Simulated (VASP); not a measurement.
# Cu (Fm-3m) in VASP: a series of runs

Runs on Cu. Level: LDA. Tasks: single point, relaxation of cell and atoms.

Program: VASP 6.6.1. These are calculated values, not measurements. Logs are shortened: lines on timing, memory, paths and dates and some standing lists are left out, and cuts for length are marked.

## (1) The cell of the first run

Symmetry: Fm-3m, No. 225, cubic system. The conventional cell has a = 3.519 Å, b = 3.519 Å, c = 3.519 Å, α = 90.00°, β = 90.00°, γ = 90.00°. Cu (site symmetry m-3m) has 12 Cu at 2.49 Å within 3.3 Å.

## (2) Single point, LDA

File INCAR:

```
PREC     = Accurate       # precision mode
ENCUT    = 520            # plane-wave cutoff, eV
EDIFF    = 1E-6           # SCF threshold, eV
ISMEAR   = 0              # smearing method
SIGMA    = 0.1            # smearing width, eV
LREAL    = F              # projectors in reciprocal space
LASPH    = T              # aspherical terms in the spheres
NELM     = 60             # most SCF steps
ALGO     = Normal         # electronic algorithm
ISIF     = 2              # what is computed and relaxed
LWAVE    = F              # write WAVECAR
LCHARG   = T              # write CHGCAR
GGA      = CA             # functional
LELF     = T              # ELF
LVHAR    = T            
NBANDS   = 12             # bands
```

File KPOINTS:

```
regular mesh
0
Gamma
  18 18 18
```

File POSCAR:

```
Cu
1.0
    0.0000000000      1.7593440699      1.7593440699
    1.7593440699      0.0000000000      1.7593440699
    1.7593440699      1.7593440699      0.0000000000
Cu
1
Direct
    0.0000000000      0.0000000000      0.0000000000
```

Potentials or basis: VASP PAW LDA potentials, release 64 (Cu).

Launch:

```sh
$ cat potpaw_LDA.64/Cu/POTCAR > POTCAR
$ mpirun -np 1 vasp_std > vasp.out
```

OUTCAR:

```text
PREC = Accurate
   ENCUT = 520
   EDIFF = 1E-6
   ISMEAR = 0
   LREAL = F
   LASPH = T
   NELM = 60
   ISIF = 2
   GGA = CA

 ion  position               nearest neighbor table
   1  0.000  0.000  0.000-

  LATTYP: Found a face centered cubic cell.
 ALAT       =     3.5186881398

  Lattice vectors:

 A1 = (   0.0000000000,   1.7593440699,   1.7593440699)
 A2 = (   1.7593440699,   0.0000000000,   1.7593440699)
 A3 = (   1.7593440699,   1.7593440699,   0.0000000000)

Analysis of symmetry for initial positions (statically):
=====================================================================
 Subroutine PRICEL returns:
 Original cell was already a primitive cell.

 Routine SETGRP: Setting up the symmetry group for a
 face centered cubic supercell.

 Subroutine GETGRP returns: Found 48 space group operations
 (whereof 48 operations were pure point group operations)
 out of a pool of 48 trial point group operations.

The static configuration has the point symmetry O_h .

Analysis of symmetry for dynamics (positions and initial velocities):
=====================================================================
 Subroutine PRICEL returns:
 Original cell was already a primitive cell.

 Routine SETGRP: Setting up the symmetry group for a
 face centered cubic supercell.

 Subroutine GETGRP returns: Found 48 space group operations
 (whereof 48 operations were pure point group operations)
 out of a pool of 48 trial point group operations.

The dynamic configuration has the point symmetry O_h .

 Subroutine INISYM returns: Found 48 space group operations
 (whereof 48 operations are pure point group operations),
 and found     1 'primitive' translations

----------------------------------------------------------------------------------------

                                     Primitive cell

  volume of cell :      10.8914

  direct lattice vectors                    reciprocal lattice vectors
     0.000000000  1.759344070  1.759344070    -0.284196826  0.284196826  0.284196826
     1.759344070  0.000000000  1.759344070     0.284196826 -0.284196826  0.284196826
     1.759344070  1.759344070  0.000000000     0.284196826  0.284196826 -0.284196826

  length of vectors
     2.488088245  2.488088245  2.488088245     0.492243341  0.492243341  0.492243341

  position of ions in fractional coordinates (direct lattice)
     0.000000000  0.000000000  0.000000000

  ion indices of the primitive-cell ions
   primitive index   ion index
                 1           1

----------------------------------------------------------------------------------------

 KPOINTS: regular mesh

Automatic generation of k-mesh.
 Grid dimensions read from file:
 generate k-points for:   18   18   18

 Generating k-lattice:

  Cartesian coordinates                     Fractional coordinates (reciprocal lattice)
    -0.015788713  0.015788713  0.015788713     0.055555556  0.000000000  0.000000000
     0.015788713 -0.015788713  0.015788713     0.000000000  0.055555556  0.000000000
     0.015788713  0.015788713 -0.015788713     0.000000000  0.000000000  0.055555556

  Length of vectors
     0.027346852  0.027346852  0.027346852

  Shift w.r.t. Gamma in fractional coordinates (k-lattice)
     0.000000000  0.000000000  0.000000000

 Subroutine IBZKPT returns following result:
 ===========================================

 Found    195 irreducible k-points:

 Following reciprocal coordinates:
            Coordinates               Weight
  0.000000  0.000000  0.000000      1.000000
  0.055556  0.000000  0.000000      8.000000
  0.111111  0.000000  0.000000      8.000000
  0.166667  0.000000  0.000000      8.000000
  0.222222  0.000000  0.000000      8.000000
  0.277778  0.000000  0.000000      8.000000
[... 16 lines left out ...]
 -0.277778  0.055556  0.000000     24.000000
 -0.222222  0.055556  0.000000     24.000000
 [... further k-points ...]
   k-points           NKPTS =    195   k-points in BZ     NKDIM =    195   number of bands    NBANDS=     12
   number of dos      NEDOS =    301   number of ions     NIONS =      1
   total plane-waves  NPLWV =   8000
   dimension x,y,z NGX =    20 NGY =   20 NGZ =   20
   dimension x,y,z NGXF=    40 NGYF=   40 NGZF=   40
   ions per type =               1
   NGX,Y,Z   is equivalent  to a cutoff of  13.36, 13.36, 13.36 a.u.
   NGXF,Y,Z  is equivalent  to a cutoff of  26.73, 26.73, 26.73 a.u.
 SYSTEM =  unknown system
   PREC   = accura    normal or accurate (medium, high low for compatibility)
   ISTART =      0    job   : 0-new  1-cont  2-samecut
   ICHARG =      2    charge: 1-file 2-atom 10-const
   ISPIN  =      1    spin polarized calculation?
   LNONCOLLINEAR =      F non collinear calculations
   LSORBIT =      F    spin-orbit coupling
   LASPH  =      T    aspherical Exc in radial PAW
   ENCUT  =  520.0 eV  38.22 Ry    6.18 a.u.   4.63  4.63  4.63*2*pi/ulx,y,z
   NELM   =     60;   NELMIN=  2; NELMDL= -5     # of ELM steps
   EDIFF  = 0.1E-05   stopping-criterion for ELM
   LREAL  =      F    real-space projection
   EDIFFG = 0.1E-04   stopping-criterion for IOM
   NSW    =      0    number of steps for IOM
   IBRION =     -1    ionic relax: 0-MD 1-quasi-New 2-CG
   NFREE  =      0    steps in history (QN), initial steepest desc. (CG)
   ISIF   =      2    stress and relaxation
   ISYM   =      2    0-nonsym 1-usesym 2-fastsym
   POTIM  = 0.5000    time-step for ionic-motion
   TEBEG  =    0.0;   TEEND  =   0.0 temperature during run
   PSTRESS=    0.0 pullay stress
   NELECT =      11.0000    total number of electrons
   NUPDOWN=      -1.0000    fix difference up-down
   EMIN   =  10.00;   EMAX   =-10.00  energy-range for DOS
   EFERMI =   0.00;   METHOD = LEGACY
   ISMEAR =     0;   SIGMA  =   0.10  broadening in eV -4-tet -1-fermi 0-gaus
   EFERMI_NEDOS =   21; number of points for ismear=-14 and -15
   IALGO  =     38    algorithm
   IMIX   =      4    mixing-type and parameters
     AMIX     =   0.40;   BMIX     =  1.00
     AMIX_MAG =   1.60;   BMIX_MAG =  1.00
  volume/ion in A,a.u.               =      10.89        73.50
  Fermi-wavevector in a.u.,A,eV,Ry     =   1.642524  3.103919 36.706936  2.697884
  Thomas-Fermi vector in A             =   2.732812
   LORBIT       =      0    0 simple, 1 ext, 2 COOP (PROOUT), +10 PAW based schemes
   GGA     = CA    functional components
   LHFCALC =     F    Hartree Fock is set to
   AEXX    =    0.0000 exact exchange contribution
   IVDW    =     0    specifies the selected vdW correction
   LEPSILON=     F    determine dielectric tensor
   LRPA    =     F    only Hartree local field effects (RPA)
 non-spin polarized calculation
 Gauss-broadening in eV      SIGMA  =   0.10
  energy-cutoff  :      520.00
  volume of cell :       10.89
 maximum number of plane-waves:       304
   NGX =  9   NGY =  9   NGZ =  9

 number of electron      10.9999998 magnetization

 Free energy of the ion-electron system (eV)
  ---------------------------------------------------
  ext. energy  EPLUGINS =         0.00000000
  ---------------------------------------------------
  free energy    TOTEN  =        -4.70808061 eV

  energy without entropy =       -4.70642484  energy(sigma->0) =       -4.70725272

 E-fermi :   8.3682     XC(G=0): -13.5824

 val. band max:        8.3531585827   @ k =   0.5000   0.3333   0.1667
 cond. band min:       8.3805249372   @ k =  -0.4444   0.1111   0.0556
 fundamental gap:      0.0273663545
 Fermi energy:         8.3681503758

 k-point     1 :       0.0000    0.0000    0.0000
  band No.  band energies     occupation
      1      -1.5834      2.00000
      2       5.0683      2.00000
      3       5.0683      2.00000
      4       5.0683      2.00000
      5       6.0181      2.00000
      6       6.0181      2.00000
      7      31.7176      0.00000
      8      34.8361      0.00000
      9      34.8361      0.00000
     10      34.8361      0.00000
     11      37.4546      0.00000
     12      37.4546      0.00000

 k-point     2 :       0.0556    0.0000    0.0000
  band No.  band energies     occupation
      1      -1.4641      2.00000
      2       5.0408      2.00000
      3       5.0926      2.00000
      4       5.0926      2.00000
      5       6.0082      2.00000
      6       6.0082      2.00000
      7      31.1537      0.00000
      8      33.3528      0.00000
      9      34.4719      0.00000
     10      34.4719      0.00000
     11      37.9771      0.00000
     12      37.9771      0.00000

 k-point     3 :       0.1111    0.0000    0.0000
  band No.  band energies     occupation
      1      -1.1106      2.00000
      2       4.9660      2.00000
      3       5.1559      2.00000
      4       5.1559      2.00000
      5       5.9877      2.00000
      6       5.9877      2.00000
      7      28.8205      0.00000
      8      32.5893      0.00000
      9      33.7984      0.00000
     10      33.7984      0.00000
     11      39.0555      0.00000
     12      39.0555      0.00000
[... 286 lines left out ...]
 k-point    23 :      -0.2778    0.0556    0.0000
  band No.  band energies     occupation
      1       1.4731      2.00000
      2       4.7956      2.00000
      3       5.1924      2.00000
      4       5.2428      2.00000
      5       6.1194      2.00000
      6       6.4238      2.00000
      7      19.3372      0.00000
      8      29.0025      0.00000
      9      32.3352      0.00000
     10      33.8717      0.00000
     11      35.7525      0.00000
     12      37.4618      0.00000

 k-point    24 :      -0.2222    0.0556    0.0000
  band No.  band energies     occupation
      1       0.5989      2.00000
      2       4.7360      2.00000
      3       5.2486      2.00000
      4       5.2923      2.00000
      5       5.9586      2.00000
      6       6.2375      2.00000
      7      22.0801      0.00000
      8      29.3181      0.00000
      9      33.0230      0.00000
     10      34.4138      0.00000
     11      36.9840      0.00000
     12      37.6010      0.00000

 [... further k-points ...]
[... 5 lines left out ...]
  --------------------------------------------------------------------------------------
  -------------------------------------------------------------------------------------
  Total        0.0592331      0.0592331      0.0592331      0.0000000      0.0000000     -0.0000000
  in kB        8.7135004      8.7135004      8.7135004      0.0000000      0.0000000     -0.0000000
  external PRESSURE =       8.7135004 kB  Pullay stress =       0.0000000 kB

 VOLUME and BASIS-vectors are now :
 -----------------------------------------------------------------------------
  energy-cutoff  :      520.00
  volume of cell :       10.89
      direct lattice vectors                 reciprocal lattice vectors
     0.000000000  1.759344070  1.759344070    -0.284196826  0.284196826  0.284196826
     1.759344070  0.000000000  1.759344070     0.284196826 -0.284196826  0.284196826
     1.759344070  1.759344070  0.000000000     0.284196826  0.284196826 -0.284196826

 POSITION                                       TOTAL-FORCE (eV/Angst)
 -----------------------------------------------------------------------------------
      0.00000      0.00000      0.00000        -0.000000      0.000000     -0.000000
 -----------------------------------------------------------------------------------
    total drift:                                0.000000      0.000000      0.000000

  FREE ENERGIE OF THE ION-ELECTRON SYSTEM (eV)
  ---------------------------------------------------
  free  energy   TOTEN  =        -4.7080806055 eV

  energy  without entropy=       -4.7064248375  energy(sigma->0) =       -4.70725272
```

It took 27 s on 1 thread of Intel Xeon 6975P-C, shared host; peak memory 0.14 GiB.

What came out:

```
Free energy : -4.7081 eV
Pressure    : 0.9 GPa
```

## (3) Relaxation of cell and atoms, LDA

This run uses another cell than the first one, of 11.81 Å³/atom, 1.084 times its volume.

File INCAR:

```
SYSTEM = Cu
ALGO = Normal ; EDIFF = 1E-6
EDIFFG = -0.002 ; ENCUT = 600
IBRION = 2 ; ISIF = 3
ISMEAR = 0 ; LASPH = .True.
LCHARG = .False. ; LREAL = .False.
LWAVE = .False. ; NELM = 80
NSW = 80 ; PREC = Accurate
SIGMA = 0.1
```

File KPOINTS:

```
k-points
0
Gamma
  18 18 18
  0 0 0
```

File POSCAR:

```
Cu
1.0
    0.0000000000      1.8075000000      1.8075000000
    1.8075000000      0.0000000000      1.8075000000
    1.8075000000      1.8075000000      0.0000000000
Cu
1
Direct
    0.0000000000      0.0000000000      0.0000000000
```

Potentials or basis: VASP PAW LDA potentials, release 64 (Cu).

Launch:

```sh
$ cat potpaw_LDA.64/Cu/POTCAR > POTCAR
$ mpirun -np 1 vasp_std > vasp.out
```

It used 59 s of CPU time on 1 thread of Intel Xeon 6975P-C, with other jobs on the host.

The run converged. Its results:

| Item | Value |
| --- | --- |
| Free energy | -4.7087 eV |
| Relaxed volume | 10.94 Å³/atom |
| Relaxed cell | a = 2.492 Å, b = 2.492 Å, c = 2.492 Å, α = 60.00°, β = 60.00°, γ = 60.00° |
| Space group after relaxing (to 0.05 Å) | Fm-3m (No. 225) |
| Energy gained by relaxing | 33.8 meV/atom |
| Ionic steps | 7 |
| Pressure after relaxing | 0.0 GPa |

Step by step:
| step | energy change (eV) | largest force (eV/Å) | pressure (GPa) | volume (Å³) |
| --- | --- | --- | --- | --- |
| 1 | 0.0000 | 0.0000 | -11.57 | 11.81 |
| 2 | -0.0175 | 0.0000 | 10.28 | 10.41 |
| 3 | -0.0338 | 0.0000 | -0.09 | 10.95 |
| 4 | -0.0338 | 0.0000 | 0.20 | 10.93 |
| 5 | -0.0338 | 0.0000 | -0.07 | 10.95 |
| 6 | -0.0338 | 0.0000 | -0.06 | 10.95 |
| 7 | -0.0338 | 0.0000 | 0.02 | 10.94 |

Final structure:
```
Cu
1.0
     0.00000    1.76207    1.76207
     1.76207    0.00000    1.76207
     1.76207    1.76207    0.00000
Cu
1
Direct
  0.00000 0.00000 0.00000
```

Levels at points of the mesh, in eV from the Fermi level:
```
           k point  band 2  band 3  band 4  band 5  band 6  band 7  band 8  band 9
(0.00, 0.00, 0.00)   -3.28   -3.28   -3.28   -2.34   -2.34   23.31   26.39   26.39
(0.50, 0.00, 0.00)   -3.32   -3.32   -1.70   -1.70   -1.18    4.16   21.79   23.15
(0.50, 0.50, 0.00)   -4.85   -1.72   -1.54   -1.54    1.46    7.70   13.64   13.64
```
